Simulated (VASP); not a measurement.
# Al12N in VASP: relaxation of the atoms with PBE

Aim: the relaxation of the atoms of Al12N with PBE.

Program: VASP 6.6.1. These are calculated values, not measurements. Logs are shortened: lines on timing, memory, paths and dates and some standing lists are left out, and cuts for length are marked.

### 1 The cell of the first run

The cell holds a slab with vacuum, 13 atoms: a = 5.714 Å, b = 5.714 Å, c = 19.675 Å, α = 90.00°, β = 90.00°, γ = 90.00°.

### 2 Relaxation of the atoms, PBE

INCAR

```
SYSTEM = Al12N
PREC = Accurate
ENCUT = 520
EDIFF = 1E-6
ISMEAR = 0
SIGMA = 0.1
LREAL = .FALSE.
LASPH = .TRUE.
NELM = 60
ALGO = Fast
ISIF = 2
LWAVE = .FALSE.
LCHARG = .FALSE.
LDIPOL = .TRUE.
IDIPOL = 3
DIPOL = 0.5 0.5 0.323
GGA = PE
IBRION = 2
NSW = 36
EDIFFG = -0.025
```

KPOINTS

```
Automatic mesh
0
G
  5 5 1
  0 0 0
```

POSCAR

```
Al12N
1.0
    5.7143028096      0.0000000000      0.0000000000
    0.0000000000      5.7143028096      0.0000000000
    0.0000000000      0.0000000000     19.6750228481
Al N
12 1
Selective dynamics
Direct
    0.2500000000      0.2500000000      0.2033034488  F F F
    0.2500000000      0.7500000000      0.2033034488  F F F
    0.7500000000      0.2500000000      0.2033034488  F F F
    0.7500000000      0.7500000000      0.2033034488  F F F
    0.0000000000      0.0000000000      0.3092772432  F F F
    0.0000000000      0.5000000000      0.3092772432  F F F
    0.5000000000      0.0000000000      0.3092772432  F F F
    0.5000000000      0.5000000000      0.3092772432  F F F
    0.2500000000      0.2500000000      0.4155025847  F F F
    0.2500000000      0.7500000000      0.4155025847  F F F
    0.7500000000      0.2500000000      0.4155025847  F F F
    0.7500000000      0.7500000000      0.4155025847  F F F
    0.2500000000      0.4166666667      0.4924896199  F F T
```

Potentials or basis: VASP PAW PBE potentials, release 64 (Al, N).

The run is started by

```console
> cat potpaw_PBE.64/Al/POTCAR potpaw_PBE.64/N/POTCAR > POTCAR
> mpirun -np 1 vasp_std > vasp.out
```

OUTCAR:

```text
SYSTEM = Al12N
   PREC = Accurate
   ENCUT = 520
   EDIFF = 1E-6
   ISMEAR = 0
   LREAL = .FALSE.
   LASPH = .TRUE.
   NELM = 60
   ISIF = 2
   GGA = PE
   IBRION = 2
   NSW = 36
   EDIFFG = -0.025

 ion  position               nearest neighbor table
   1  0.250  0.250  0.203-   2 2.86   3 2.86   2 2.86   3 2.86   7 2.90   8 2.90   5 2.90   6 2.90

   2  0.250  0.750  0.203-   1 2.86   4 2.86   1 2.86   4 2.86   7 2.90   8 2.90   5 2.90   6 2.90

   3  0.750  0.250  0.203-   1 2.86   4 2.86   4 2.86   1 2.86   7 2.90   8 2.90   5 2.90   6 2.90
[... 4 lines left out ...]
                            11 2.91  12 2.91   9 2.91  10 2.91
   6  0.000  0.500  0.309-   5 2.86   8 2.86   5 2.86   8 2.86   1 2.90   2 2.90   3 2.90   4 2.90
                            11 2.91  12 2.91   9 2.91  10 2.91
   7  0.500  0.000  0.309-   5 2.86   8 2.86   8 2.86   5 2.86   1 2.90   2 2.90   3 2.90   4 2.90
                            11 2.91  12 2.91   9 2.91  10 2.91
   8  0.500  0.500  0.309-   6 2.86   7 2.86   7 2.86   6 2.86   1 2.90   2 2.90   3 2.90   4 2.90
                            11 2.91  12 2.91   9 2.91  10 2.91
   9  0.250  0.250  0.416-  13 1.79  11 2.86  10 2.86  10 2.86  11 2.86   6 2.91   7 2.91   8 2.91
                             5 2.91
  10  0.250  0.750  0.416-  13 2.43  12 2.86   9 2.86   9 2.86  12 2.86   6 2.91   7 2.91   8 2.91
                             5 2.91
  11  0.750  0.250  0.416-   9 2.86  12 2.86  12 2.86   9 2.86   5 2.91   6 2.91   7 2.91   8 2.91

  12  0.750  0.750  0.416-  10 2.86  11 2.86  11 2.86  10 2.86   5 2.91   6 2.91   7 2.91   8 2.91

  13  0.250  0.417  0.492-   9 1.79  10 2.43

  LATTYP: Found a simple tetragonal cell.
 ALAT       =     5.7143028096
 C/A-ratio  =     3.4431186977

  Lattice vectors:

 A1 = (   5.7143028096,   0.0000000000,   0.0000000000)
 A2 = (   0.0000000000,   5.7143028096,   0.0000000000)
 A3 = (   0.0000000000,   0.0000000000,  19.6750228481)

Analysis of symmetry for initial positions (statically):
=====================================================================
 Subroutine PRICEL returns:
 Original cell was already a primitive cell.

 Routine SETGRP: Setting up the symmetry group for a
 simple tetragonal supercell.

 Subroutine GETGRP returns: Found  2 space group operations
 (whereof  1 operations were pure point group operations)
 out of a pool of 16 trial point group operations.

The static configuration has the point symmetry C_1 .
 The point group associated with its full space group is C_1h.

Analysis of symmetry for dynamics (positions and initial velocities):
=====================================================================
 Subroutine PRICEL returns:
[... 149 lines left out ...]
   IMIX   =      4    mixing-type and parameters
     AMIX     =   0.40;   BMIX     =  1.00
     AMIX_MAG =   1.60;   BMIX_MAG =  1.00
  volume/ion in A,a.u.               =      49.42       333.50
  Fermi-wavevector in a.u.,A,eV,Ry     =   0.654218  1.236292  5.823302  0.428001
  Thomas-Fermi vector in A             =   1.724706
   LORBIT       =      0    0 simple, 1 ext, 2 COOP (PROOUT), +10 PAW based schemes
   GGA     = PE    functional components
   LHFCALC =     F    Hartree Fock is set to
   AEXX    =    0.0000 exact exchange contribution
   IVDW    =     0    specifies the selected vdW correction
   LEPSILON=     F    determine dielectric tensor
   LRPA    =     F    only Hartree local field effects (RPA)
 conjugate gradient relaxation of ions
 non-spin polarized calculation
 RMM-DIIS sequential band-by-band and
 Gauss-broadening in eV      SIGMA  =   0.10
  energy-cutoff  :      520.00
  volume of cell :      642.45
 maximum number of plane-waves:     17320
   NGX = 21   NGY = 21   NGZ = 73

 dipolmoment           0.000000      0.000000     -0.012383 electrons x Angstroem

--------------------------------------- Ionic step        1  -------------------------------------------

 number of electron      41.0000000 magnetization

 Free energy of the ion-electron system (eV)
  ---------------------------------------------------
  ext. energy  EPLUGINS =         0.00000000
  ---------------------------------------------------
  free energy    TOTEN  =       -47.51650673 eV

  energy without entropy =      -47.48968429  energy(sigma->0) =      -47.50309551

------------------------ aborting loop because EDIFF is reached ----------------------------------------

  FORCE on cell =-STRESS in cart. coord.  units (eV):
  Direction    XX          YY          ZZ          XY          YZ          ZX
  --------------------------------------------------------------------------------------
  -------------------------------------------------------------------------------------
  Total       -6.4808035    -10.6647372     -2.6944570      0.0000000      2.0842488      0.0000000
  in kB      -16.1620962    -26.5961634     -6.7195486      0.0000000      5.1977861      0.0000000
  external PRESSURE =     -16.4926027 kB  Pullay stress =       0.0000000 kB
[... 81 lines left out ...]
--------------------------------------- Ionic step        3  -------------------------------------------

 number of electron      41.0000000 magnetization

 dipolmoment           0.000000      0.000000      0.289828 electrons x Angstroem

 Free energy of the ion-electron system (eV)
  ---------------------------------------------------
  ext. energy  EPLUGINS =         0.00000000
  ---------------------------------------------------
  free energy    TOTEN  =       -47.56550272 eV

  energy without entropy =      -47.53815004  energy(sigma->0) =      -47.55182638

 E-fermi :  -0.9094     XC(G=0):  -4.3048

 val. band max:       -0.9136528983   @ k =   0.0000   0.0000   0.0000
 cond. band min:      -0.8367568335   @ k =   0.0000   0.0000   0.0000
 fundamental gap:      0.0768960648
 Fermi energy:        -0.9094028755

 k-point     1 :       0.0000    0.0000    0.0000
  band No.  band energies     occupation
      1     -13.6476      2.00000
      2     -10.9537      2.00000
      3      -8.7277      2.00000
      4      -6.6644      2.00000
      5      -6.6173      2.00000
      6      -6.5455      2.00000
[... 259 lines left out ...]
     26       0.5837      0.00000
     27       0.9450      0.00000

------------------------ aborting loop because EDIFF is reached ----------------------------------------

 vacuum level on the upper side and lower side of the slab       (xc-potential included)         0.760        -0.792

  FORCE on cell =-STRESS in cart. coord.  units (eV):
  Direction    XX          YY          ZZ          XY          YZ          ZX
  --------------------------------------------------------------------------------------
  -------------------------------------------------------------------------------------
  Total       -6.3271356    -10.1854191     -0.6170929      0.0000000      3.2187362      0.0000000
  in kB      -15.7788728    -25.4008203     -1.5389319      0.0000000      8.0270178      0.0000000
  external PRESSURE =     -14.2395417 kB  Pullay stress =       0.0000000 kB
[... 28 lines left out ...]
  FREE ENERGIE OF THE ION-ELECTRON SYSTEM (eV)
  ---------------------------------------------------
  free  energy   TOTEN  =       -47.5655027169 eV

  energy  without entropy=      -47.5381500353  energy(sigma->0) =      -47.55182638

 reached required accuracy - stopping structural energy minimisation

 vacuum level on the upper side and lower side of the slab         4.995         3.433
```

OSZICAR:

```text
N       E                     dE             d eps       ncg     rms          rms(c)
DAV:   1     0.178686638488E+03    0.17869E+03   -0.12473E+04   486   0.106E+03
DAV:   2    -0.251062895041E+02   -0.20379E+03   -0.20007E+03   683   0.183E+02
DAV:   3    -0.506409884096E+02   -0.25535E+02   -0.24684E+02   780   0.540E+01
[... 48 lines left out ...]
RMM:   4    -0.475655077977E+02   -0.37789E-04   -0.11440E-03   551   0.146E-01    0.438E-02
RMM:   5    -0.475655214694E+02   -0.13672E-04   -0.38654E-04   573   0.667E-02    0.293E-02
RMM:   6    -0.475655021237E+02    0.19346E-04   -0.49438E-05   496   0.333E-02    0.911E-03
RMM:   7    -0.475655019083E+02    0.21536E-06   -0.12113E-05   468   0.159E-02    0.544E-03
RMM:   8    -0.475655027169E+02   -0.80862E-06   -0.24968E-06   327   0.791E-03
   3 F= -.47565503E+02 E0= -.47551826E+02  d E =-.489960E-01
```

CONTCAR:

```text
Al12N
   1.00000000000000
     5.7143028096000004    0.0000000000000000    0.0000000000000000
     0.0000000000000000    5.7143028096000004    0.0000000000000000
     0.0000000000000000    0.0000000000000000   19.6750228480999994
  Al              N
    12     1
Selective dynamics
Direct
[... 16 lines left out ...]
  0.00000000E+00  0.00000000E+00  0.00000000E+00
  0.00000000E+00  0.00000000E+00  0.00000000E+00
  0.00000000E+00  0.00000000E+00  0.00000000E+00
  0.00000000E+00  0.00000000E+00  0.00000000E+00
  0.00000000E+00  0.00000000E+00  0.00000000E+00
  0.00000000E+00  0.00000000E+00  0.00000000E+00
  0.00000000E+00  0.00000000E+00  0.00000000E+00
  0.00000000E+00  0.00000000E+00  0.00000000E+00
  0.00000000E+00  0.00000000E+00  0.00000000E+00
  0.00000000E+00  0.00000000E+00  0.00000000E+00
  0.00000000E+00  0.00000000E+00  0.00000000E+00
```

Wall time 13 min (1 thread of Oxide Virtual Turin-like, shared host); peak memory 0.66 GiB.

What came out:

* Free energy: -47.5655 eV
* Energy gained by relaxing: 3.8 meV/atom
* Ionic steps: 3
* Band gap on the k mesh: zero (an odd number of electrons rules out a gap without spin polarisation)

The path:
| step | energy change (eV) | largest force on free atoms (eV/Å) | pressure (GPa) |
| --- | --- | --- | --- |
| 1 | 0.0000 | 1.2551 | -1.65 |
| 2 | -0.0471 | 0.2649 | -1.47 |
| 3 | -0.0490 | 0.0015 | -1.42 |

Final structure:
```yaml
crystal:
  lattice:
    - [5.71430, 0.00000, 0.00000]
    - [0.00000, 5.71430, 0.00000]
    - [0.00000, 0.00000, 19.67502]
  atoms:
    - { symbol: Al, position: [0.25000, 0.25000, 0.20330] }
    - { symbol: Al, position: [0.25000, 0.75000, 0.20330] }
    - { symbol: Al, position: [0.75000, 0.25000, 0.20330] }
    - { symbol: Al, position: [0.75000, 0.75000, 0.20330] }
    - { symbol: Al, position: [0.00000, 0.00000, 0.30928] }
    - { symbol: Al, position: [0.00000, 0.50000, 0.30928] }
    - { symbol: Al, position: [0.50000, 0.00000, 0.30928] }
    - { symbol: Al, position: [0.50000, 0.50000, 0.30928] }
    - { symbol: Al, position: [0.25000, 0.25000, 0.41550] }
    - { symbol: Al, position: [0.25000, 0.75000, 0.41550] }
    - { symbol: Al, position: [0.75000, 0.25000, 0.41550] }
    - { symbol: Al, position: [0.75000, 0.75000, 0.41550] }
    - { symbol: N, position: [0.25000, 0.41667, 0.48869] }
```

The gap in the log of VASP goes by the Fermi energy; the results here count the filled bands.